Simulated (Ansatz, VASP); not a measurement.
One calculation of AgI, two programs

```
Ag I
1.0
     0.00000    3.28866    3.28866
     3.28866    0.00000    3.28866
     3.28866    3.28866    0.00000
Ag I
1 1
Direct
  0.00000 0.00000 0.00000
  0.75000 0.75000 0.75000
```

Alike in both runs: functional r2SCAN; k mesh 14 × 14 × 14; occupations fermi-dirac, width 0.1 eV; no spin polarisation.

Ansatz relaxed the structure, and its values are those at the end. VASP's run is a single point on that final structure, the one shown.

```csv
,VASP,Ansatz
version,VASP 6.6.1,Ansatz 0.2.0
potentials or method,"VASP PAW PBE potentials, release 64 (Ag, I)","PAW with Ansatz's default frozen-core files, scalar-relativistic"
plane-wave cutoff (eV),550,500
valence electrons in the cell,18,36
```

```tsv
	VASP	Ansatz	Ansatz less VASP
pressure (GPa)	-0.1	0.0	+0.11
```

VASP's potentials were made for PBE, not for r2SCAN. VASP's potentials hold 18 valence electrons a cell and Ansatz's 36, so a difference there can come from the potentials and not from the codes.

Neither program's run includes spin-orbit coupling.
